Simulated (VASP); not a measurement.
Wanted: the native input for a VASP 6.6.1 run.

```
Task                   : single point
Functional             : r2SCAN
Potentials or basis    : VASP PAW PBE potentials, release 64 (Pt, S)
Cutoff                 : 520 eV
k mesh                 : 8 × 8 × 8
Occupations            : fermi-dirac, width 0.02 eV
Spin                   : no spin polarisation
Dipole correction      : no
Further INCAR settings : ALGO = Normal; EDIFF = 1e-07; NBANDS = 31
```

PtS2:

```
CELL_PARAMETERS angstrom
-2.34683 2.34683 5.83398
2.34683 -2.34683 5.83398
2.34683 2.34683 -5.83398
ATOMIC_POSITIONS crystal
Pt 0.75000 0.25000 0.50000
Pt 0.00000 0.00000 0.00000
S 0.54996 0.04996 0.50000
S 0.79996 0.79996 0.00000
S 0.20004 0.20004 0.00000
S 0.95004 0.45004 0.50000
```

One way to write it, as run:

POSCAR

```
PtS2
1.0
   -2.3468323584      2.3468323584      5.8339769241
    2.3468323584     -2.3468323584      5.8339769241
    2.3468323584      2.3468323584     -5.8339769241
Pt S
2 4
Direct
    0.7500000000      0.2500000000      0.5000000000
    0.0000000000      0.0000000000      0.0000000000
    0.5499624776      0.0499624776      0.5000000000
    0.7999624776      0.7999624776      0.0000000000
    0.2000375224      0.2000375224      0.0000000000
    0.9500375224      0.4500375224      0.5000000000
```

INCAR.step1

```
PREC = Accurate ; ENCUT = 520
ISMEAR = -1 ; SIGMA = 0.02
LREAL = False ; LASPH = True
NELM = 100 ; NBANDS = 31
GGA = PE ; ALGO = Normal
EDIFF = 1E-4 ; LWAVE = True
LCHARG = False
```

INCAR.step2

```
PREC = Accurate ; ENCUT = 520
EDIFF = 1E-7 ; ISMEAR = -1
SIGMA = 0.02 ; LREAL = False
LASPH = True ; NELM = 100
ALGO = Normal ; ISIF = 2
LWAVE = False ; LCHARG = False
METAGGA = R2SCAN ; LMIXTAU = True
NBANDS = 31 ; ISTART = 1
```

KPOINTS

```
Automatic mesh
0
Gamma
  8 8 8
```

Potentials or basis: VASP PAW PBE potentials, release 64 (Pt, S).

The run is started by

```console
$ cat potpaw_PBE.64/Pt/POTCAR potpaw_PBE.64/S/POTCAR > POTCAR
$ cp INCAR.step1 INCAR
$ mpirun -np 1 vasp_std > vasp.out
$ cp INCAR.step2 INCAR
$ mpirun -np 1 vasp_std > vasp.out
```

It gave:

* Pressure: -0.1 GPa
* Largest force: 0.013 eV/Å
* Band gap on the k mesh: zero (band 22 reaches 4.40 eV, above the bottom of band 23 at 4.02 eV)

Caveat: the PAW data sets were made with another functional, which shifts forces and pressure a little; spin-orbit coupling is left out, which moves the levels of the heavy elements.

It took 19 min on 1 thread of AMD EPYC 9R45 96-Core Processor (Zen 5), with other jobs on the host, peak memory 0.47 GiB.
